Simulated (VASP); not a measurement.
# KTaO3 (Pm-3m) in VASP: a series of runs

Runs on KTaO3. Level: r2SCAN+D4. Tasks: single point.

Program: VASP 6.6.1. These are calculated values, not measurements. Logs are shortened: lines on timing, memory, paths and dates and some standing lists are left out, and cuts for length are marked.

**1. The cell of the first run**

The structure is cubic, space group Pm-3m (No. 221). The conventional cell has a = 4.041 Å, b = 4.041 Å, c = 4.041 Å, α = 90.00°, β = 90.00°, γ = 90.00°. Ta (site symmetry m-3m) has 6 O at 2.02 Å within 2.7 Å. Within 3.8 Å of K (site symmetry m-3m) lie 12 O at 2.86 Å and 8 Ta at 3.50 Å. O (site symmetry 4/mmm) has 2 Ta at 2.02 Å within 2.7 Å.

**2. Single point, r2SCAN+D4**

POSCAR

```
KTaO3
1.0
    4.0407836503      0.0000000000      0.0000000000
    0.0000000000      4.0407836503      0.0000000000
    0.0000000000      0.0000000000      4.0407836503
Ta K O
1 1 3
Direct
    0.0000000000      0.0000000000      0.0000000000
    0.5000000000      0.5000000000      0.5000000000
    0.0000000000      0.0000000000      0.5000000000
    0.0000000000      0.5000000000      0.0000000000
    0.5000000000      0.0000000000      0.0000000000
```

INCAR.step1

```
ALGO = Normal
EDIFF = 1E-4
ENCUT = 520
GGA = PE
ISMEAR = -1
LASPH = True
LCHARG = False
LREAL = False
LWAVE = True
NBANDS = 27
NELM = 100
PREC = Accurate
SIGMA = 0.05
```

INCAR.step2

```
ALGO = Normal
EDIFF = 1E-7
ENCUT = 520
ISIF = 2
ISMEAR = -1
ISTART = 1
IVDW = 13
LASPH = True
LCHARG = False
LMIXTAU = True
LREAL = False
LWAVE = False
METAGGA = R2SCAN
NBANDS = 27
NELM = 100
PREC = Accurate
SIGMA = 0.05
VDW_A1 = 0.51559235
VDW_A2 = 5.77342911
VDW_S6 = 1.0
VDW_S8 = 0.6018749
```

KPOINTS

```
k-points
0
Gamma
  7 7 7
```

Potentials or basis: VASP PAW PBE potentials, release 64 (Ta_pv, K_sv, O).

Run with:

```sh
> cat potpaw_PBE.64/Ta_pv/POTCAR potpaw_PBE.64/K_sv/POTCAR potpaw_PBE.64/O/POTCAR > POTCAR
> cp INCAR.step1 INCAR
> mpirun -np 1 vasp_std > vasp.out
> cp INCAR.step2 INCAR
> mpirun -np 1 vasp_std > vasp.out
```

OUTCAR:

```text
EDIFF = 1E-7
   ENCUT = 520
   ISIF = 2
   ISMEAR = -1
   ISTART = 1
   IVDW = 13
   LASPH = True
   LREAL = False
   METAGGA = R2SCAN
   NELM = 100
   PREC = Accurate

 ion  position               nearest neighbor table
   1  0.000  0.000  0.000-   3 2.02   4 2.02   5 2.02   3 2.02   4 2.02   5 2.02   2 3.50   2 3.50
                             2 3.50   2 3.50   2 3.50   2 3.50   2 3.50   2 3.50
   2  0.500  0.500  0.500-   3 2.86   4 2.86   5 2.86   4 2.86   5 2.86   3 2.86   5 2.86   5 2.86
                             3 2.86   4 2.86   4 2.86   3 2.86   1 3.50   1 3.50   1 3.50   1 3.50
   3  0.000  0.000  0.500-   1 2.02   1 2.02   2 2.86   2 2.86   2 2.86   2 2.86
   4  0.000  0.500  0.000-   1 2.02   1 2.02   2 2.86   2 2.86   2 2.86   2 2.86
   5  0.500  0.000  0.000-   1 2.02   1 2.02   2 2.86   2 2.86   2 2.86   2 2.86

  LATTYP: Found a simple cubic cell.
 ALAT       =     4.0407836503

  Lattice vectors:

 A1 = (   4.0407836503,   0.0000000000,   0.0000000000)
 A2 = (   0.0000000000,   4.0407836503,   0.0000000000)
 A3 = (   0.0000000000,   0.0000000000,   4.0407836503)

Analysis of symmetry for initial positions (statically):
=====================================================================
 Subroutine PRICEL returns:
 Original cell was already a primitive cell.

 Routine SETGRP: Setting up the symmetry group for a
 simple cubic supercell.

 Subroutine GETGRP returns: Found 48 space group operations
 (whereof 48 operations were pure point group operations)
 out of a pool of 48 trial point group operations.

The static configuration has the point symmetry O_h .

Analysis of symmetry for dynamics (positions and initial velocities):
=====================================================================
 Subroutine PRICEL returns:
 Original cell was already a primitive cell.

 Routine SETGRP: Setting up the symmetry group for a
 simple cubic supercell.

 Subroutine GETGRP returns: Found 48 space group operations
 (whereof 48 operations were pure point group operations)
 out of a pool of 48 trial point group operations.

The dynamic configuration has the point symmetry O_h .

 Subroutine INISYM returns: Found 48 space group operations
 (whereof 48 operations are pure point group operations),
 and found     1 'primitive' translations

----------------------------------------------------------------------------------------

                                     Primitive cell

  volume of cell :      65.9776

  direct lattice vectors                    reciprocal lattice vectors
     4.040783650  0.000000000  0.000000000     0.247476749  0.000000000  0.000000000
     0.000000000  4.040783650  0.000000000     0.000000000  0.247476749  0.000000000
     0.000000000  0.000000000  4.040783650     0.000000000  0.000000000  0.247476749

  length of vectors
     4.040783650  4.040783650  4.040783650     0.247476749  0.247476749  0.247476749

  position of ions in fractional coordinates (direct lattice)
     0.000000000  0.000000000  0.000000000
     0.500000000  0.500000000  0.500000000
     0.000000000  0.000000000  0.500000000
     0.000000000  0.500000000  0.000000000
     0.500000000  0.000000000  0.000000000

  ion indices of the primitive-cell ions
   primitive index   ion index
                 1           1
                 2           2
                 3           3
                 4           4
                 5           5

----------------------------------------------------------------------------------------

 KPOINTS: k-points

Automatic generation of k-mesh.
 Grid dimensions read from file:
 generate k-points for:    7    7    7

 Generating k-lattice:

  Cartesian coordinates                     Fractional coordinates (reciprocal lattice)
     0.035353821  0.000000000  0.000000000     0.142857143  0.000000000  0.000000000
     0.000000000  0.035353821  0.000000000     0.000000000  0.142857143  0.000000000
     0.000000000  0.000000000  0.035353821     0.000000000  0.000000000  0.142857143

  Length of vectors
     0.035353821  0.035353821  0.035353821

  Shift w.r.t. Gamma in fractional coordinates (k-lattice)
     0.000000000  0.000000000  0.000000000

 Subroutine IBZKPT returns following result:
 ===========================================

 Found     20 irreducible k-points:

 Following reciprocal coordinates:
            Coordinates               Weight
  0.000000  0.000000  0.000000      1.000000
  0.142857  0.000000  0.000000      6.000000
  0.285714  0.000000  0.000000      6.000000
  0.428571  0.000000  0.000000      6.000000
  0.142857  0.142857  0.000000     12.000000
  0.285714  0.142857  0.000000     24.000000
[... 12 lines left out ...]
  0.428571  0.428571  0.285714     24.000000
  0.428571  0.428571  0.428571      8.000000
   k-points           NKPTS =     20   k-points in BZ     NKDIM =     20   number of bands    NBANDS=     27
   number of dos      NEDOS =    301   number of ions     NIONS =      5
   total plane-waves  NPLWV =  27000
   dimension x,y,z NGX =    30 NGY =   30 NGZ =   30
   dimension x,y,z NGXF=    60 NGYF=   60 NGZF=   60
   ions per type =               1   1   3
   NGX,Y,Z   is equivalent  to a cutoff of  12.34, 12.34, 12.34 a.u.
   NGXF,Y,Z  is equivalent  to a cutoff of  24.69, 24.69, 24.69 a.u.
 SYSTEM =  unknown system
   PREC   = accura    normal or accurate (medium, high low for compatibility)
   ISTART =      1    job   : 0-new  1-cont  2-samecut
   ICHARG =      0    charge: 1-file 2-atom 10-const
   ISPIN  =      1    spin polarized calculation?
   LNONCOLLINEAR =      F non collinear calculations
   LSORBIT =      F    spin-orbit coupling
   LASPH  =      T    aspherical Exc in radial PAW
   ENCUT  =  520.0 eV  38.22 Ry    6.18 a.u.   7.51  7.51  7.51*2*pi/ulx,y,z
   NELM   =    100;   NELMIN=  2; NELMDL=  0     # of ELM steps
   EDIFF  = 0.1E-06   stopping-criterion for ELM
   LREAL  =      F    real-space projection
   EDIFFG = 0.1E-05   stopping-criterion for IOM
   NSW    =      0    number of steps for IOM
   IBRION =     -1    ionic relax: 0-MD 1-quasi-New 2-CG
   NFREE  =      0    steps in history (QN), initial steepest desc. (CG)
   ISIF   =      2    stress and relaxation
   ISYM   =      2    0-nonsym 1-usesym 2-fastsym
   POTIM  = 0.5000    time-step for ionic-motion
   TEBEG  =    0.0;   TEEND  =   0.0 temperature during run
   PSTRESS=    0.0 pullay stress
   NELECT =      38.0000    total number of electrons
   NUPDOWN=      -1.0000    fix difference up-down
   EMIN   =  10.00;   EMAX   =-10.00  energy-range for DOS
   EFERMI =   0.00;   METHOD = LEGACY
   ISMEAR =    -1;   SIGMA  =   0.05  broadening in eV -4-tet -1-fermi 0-gaus
   EFERMI_NEDOS =   21; number of points for ismear=-14 and -15
   IALGO  =     38    algorithm
   IMIX   =      4    mixing-type and parameters
     AMIX     =   0.40;   BMIX     =  1.00
     AMIX_MAG =   1.60;   BMIX_MAG =  1.00
  volume/ion in A,a.u.               =      13.20        89.05
  Fermi-wavevector in a.u.,A,eV,Ry     =   1.362084  2.573965 25.242504  1.855272
  Thomas-Fermi vector in A             =   2.488604
   LORBIT       =      0    0 simple, 1 ext, 2 COOP (PROOUT), +10 PAW based schemes
   METAGGA = R2SCAN    functional components
   LHFCALC =     F    Hartree Fock is set to
   AEXX    =    0.0000 exact exchange contribution
   IVDW    =    13    specifies the selected vdW correction
   LEPSILON=     F    determine dielectric tensor
   LRPA    =     F    only Hartree local field effects (RPA)
 non-spin polarized calculation
  energy-cutoff  :      520.00
  volume of cell :       65.98
 maximum number of plane-waves:      1800
 NGX is ok and might be reduce to    30
   NGX = 15   NGY = 15   NGZ = 15

 number of electron      37.9999982 magnetization

 Free energy of the ion-electron system (eV)
  ---------------------------------------------------
  ext. energy  EPLUGINS =         0.00000000
  ---------------------------------------------------
  free energy    TOTEN  =       -87.12172968 eV

  energy without entropy =      -87.12172968  energy(sigma->0) =      -87.12172968

 E-fermi :   2.2092     XC(G=0): -11.3374

 val. band max:        1.0996578586   @ k =   0.4286   0.4286   0.4286
 cond. band min:       3.6534015139   @ k =   0.0000   0.0000   0.0000
 fundamental gap:      2.5537436553
 Fermi energy:         2.2092119541

 k-point     1 :       0.0000    0.0000    0.0000
  band No.  band energies     occupation
      1     -34.3149      2.00000
      2     -34.3148      2.00000
      3     -34.3148      2.00000
      4     -27.3270      2.00000
      5     -17.2528      2.00000
      6     -16.5946      2.00000
[... 19 lines left out ...]
     26       9.7882      0.00000
     27       9.7882      0.00000

 k-point     2 :       0.1429    0.0000    0.0000
  band No.  band energies     occupation
      1     -34.3306      2.00000
      2     -34.3143      2.00000
      3     -34.3143      2.00000
      4     -27.3229      2.00000
      5     -17.1972      2.00000
      6     -16.5911      2.00000
[... 19 lines left out ...]
     26      10.0395      0.00000
     27      10.0682      0.00000

 k-point     3 :       0.2857    0.0000    0.0000
  band No.  band energies     occupation
      1     -34.3656      2.00000
      2     -34.3131      2.00000
      3     -34.3131      2.00000
      4     -27.3137      2.00000
      5     -17.1411      2.00000
      6     -16.5830      2.00000
[... 19 lines left out ...]
     26      10.6316      0.00000
     27      11.0042      0.00000

 k-point     4 :       0.4286    0.0000    0.0000
  band No.  band energies     occupation
      1     -34.3935      2.00000
      2     -34.3122      2.00000
      3     -34.3122      2.00000
      4     -27.3064      2.00000
      5     -17.1342      2.00000
      6     -16.5767      2.00000
[... 19 lines left out ...]
     26      11.1426      0.00000
     27      11.9532      0.00000
[... 396 lines left out ...]
      4     -27.2913      2.00000
      5     -16.3575      2.00000
      6     -16.1054      2.00000
[... 19 lines left out ...]
     26      12.0018      0.00000
     27      12.6250      0.00000

 k-point    19 :       0.4286    0.4286    0.2857
  band No.  band energies     occupation
      1     -34.3882      2.00000
      2     -34.3881      2.00000
      3     -34.3596      2.00000
      4     -27.2871      2.00000
      5     -16.2227      2.00000
      6     -15.8538      2.00000
[... 19 lines left out ...]
     26      12.1158      0.00000
     27      12.2942      0.00000

 k-point    20 :       0.4286    0.4286    0.4286
  band No.  band energies     occupation
      1     -34.3871      2.00000
      2     -34.3870      2.00000
      3     -34.3870      2.00000
      4     -27.2829      2.00000
      5     -15.8640      2.00000
      6     -15.8129      2.00000
[... 19 lines left out ...]
     26      11.9436      0.00000
     27      12.9758      0.00000

------------------------ aborting loop because EDIFF is reached ----------------------------------------

  DFT-D4 for vdW energy calculation

  Edisp (eV):   -0.28956

  FORCE on cell =-STRESS in cart. coord.  units (eV):
  Direction    XX          YY          ZZ          XY          YZ          ZX
  --------------------------------------------------------------------------------------
  -------------------------------------------------------------------------------------
  Total      -2.98202    -2.98202    -2.98202    -0.00000    -0.00000     0.00000
  in kB     -72.41429   -72.41429   -72.41429    -0.00000    -0.00000     0.00000
  external pressure =      -72.41 kB  Pullay stress =        0.00 kB

 VOLUME and BASIS-vectors are now :
 -----------------------------------------------------------------------------
  energy-cutoff  :      520.00
  volume of cell :       65.98
      direct lattice vectors                 reciprocal lattice vectors
     4.040783650  0.000000000  0.000000000     0.247476749  0.000000000  0.000000000
     0.000000000  4.040783650  0.000000000     0.000000000  0.247476749  0.000000000
     0.000000000  0.000000000  4.040783650     0.000000000  0.000000000  0.247476749

 POSITION                                       TOTAL-FORCE (eV/Angst)
 -----------------------------------------------------------------------------------
      0.00000      0.00000      0.00000         0.000000      0.000000      0.000000
      2.02039      2.02039      2.02039         0.000000      0.000000      0.000000
      0.00000      0.00000      2.02039         0.000000      0.000000      0.000000
      0.00000      2.02039      0.00000         0.000000      0.000000      0.000000
      2.02039      0.00000      0.00000         0.000000      0.000000      0.000000
 -----------------------------------------------------------------------------------
    total drift:                                0.000000     -0.000000      0.000000

  FREE ENERGIE OF THE ION-ELECTRON SYSTEM (eV)
  ---------------------------------------------------
  free  energy   TOTEN  =       -87.4112865375 eV

  energy  without entropy=      -87.4112865374  energy(sigma->0) =      -87.41128654
```

Wall time 4.4 min (1 thread of Intel Xeon 8259CL, shared host); peak memory 0.19 GiB.

What came out:

| Quantity | Value |
| --- | --- |
| Free energy | -87.4113 eV |
| Pressure | -7.2 GPa |
| Band gap on the k mesh | 2.55 eV (least direct gap 3.16 eV) |
| Dispersion energy per atom | -0.058 eV |

Levels at points of the mesh, in eV from the valence-band top:
```tsv
k point	band 16	band 17	band 18	band 19	band 20	band 21	band 22	band 23
(0.00, 0.00, 0.00)	-0.98	-0.61	-0.61	-0.61	2.55	2.55	2.55	6.67
```

Caveat: the cell stands under tension; the PAW data sets were made with another functional, which shifts forces and pressure a little; spin-orbit coupling is left out, which moves the levels of the heavy elements; an odd mesh through Γ misses points on the zone boundary, where band edges can lie.

**3. Single point, r2SCAN+D4**

This run uses another cell than the first one, of 13.45 Å³/atom.

Changes to POSCAR since step 2:

```diff
@@ -2,5 +2,5 @@
 1.0
-    4.0407836503      0.0000000000      0.0000000000
-    0.0000000000      4.0407836503      0.0000000000
-    0.0000000000      0.0000000000      4.0407836503
+    4.0665218197      0.0000000000      0.0000000000
+    0.0000000000      4.0665218197      0.0000000000
+    0.0000000000      0.0000000000      4.0665218197
 Ta K O
```

INCAR.step1

```
PREC     = Accurate       # precision mode
ENCUT    = 520            # plane-wave cutoff, eV
ISMEAR   = -1             # smearing method
SIGMA    = 0.05           # smearing width, eV
LREAL    = False          # projectors in reciprocal space
LASPH    = True           # aspherical terms in the spheres
NELM     = 60             # most SCF steps
NBANDS   = 27             # bands
GGA      = PE             # functional
ALGO     = Normal         # electronic algorithm
EDIFF    = 1E-4           # SCF threshold, eV
LWAVE    = True           # write WAVECAR
LCHARG   = False          # write CHGCAR
```

INCAR.step2

```
PREC     = Accurate       # precision mode
ENCUT    = 520            # plane-wave cutoff, eV
EDIFF    = 1E-6           # SCF threshold, eV
ISMEAR   = -1             # smearing method
SIGMA    = 0.05           # smearing width, eV
LREAL    = False          # projectors in reciprocal space
LASPH    = True           # aspherical terms in the spheres
NELM     = 60             # most SCF steps
ALGO     = Normal         # electronic algorithm
ISIF     = 2              # what is computed and relaxed
LWAVE    = False          # write WAVECAR
LCHARG   = True           # write CHGCAR
METAGGA  = R2SCAN         # meta-GGA
LMIXTAU  = True         
IVDW     = 13             # dispersion correction
VDW_S6   = 1.0          
VDW_S8   = 0.6018749    
VDW_A1   = 0.51559235   
VDW_A2   = 5.77342911   
LELF     = True           # ELF
LVHAR    = True         
NBANDS   = 27             # bands
ISTART   = 1
```

KPOINTS

```
Automatic mesh
0
Gamma
  7 7 7
```

Potentials or basis: VASP PAW PBE potentials, release 64 (Ta_pv, K_sv, O).

Run with:

```sh
> cat potpaw_PBE.64/Ta_pv/POTCAR potpaw_PBE.64/K_sv/POTCAR potpaw_PBE.64/O/POTCAR > POTCAR
> cp INCAR.step1 INCAR
> mpirun -np 1 vasp_std > vasp.out
> cp INCAR.step2 INCAR
> mpirun -np 1 vasp_std > vasp.out
```

It took 4.5 min on 1 thread of Intel Xeon 8259CL, shared host; peak memory 0.19 GiB.

It converged, with:

| Property | Result |
| --- | --- |
| Free energy | -87.3425 eV |
| Pressure | -10.5 GPa |
| Band gap on the k mesh | 2.50 eV (least direct gap 3.11 eV) |
| Dispersion energy per atom | -0.057 eV |

Levels at points of the mesh, in eV from the valence-band top:
| k point | band 16 | band 17 | band 18 | band 19 | band 20 | band 21 | band 22 | band 23 |
| --- | --- | --- | --- | --- | --- | --- | --- | --- |
| (0.00, 0.00, 0.00) | -0.95 | -0.61 | -0.61 | -0.61 | 2.50 | 2.50 | 2.50 | 6.45 |

Caveat: the cell stands under tension; the PAW data sets were made with another functional, which shifts forces and pressure a little; spin-orbit coupling is left out, which moves the levels of the heavy elements; an odd mesh through Γ misses points on the zone boundary, where band edges can lie.
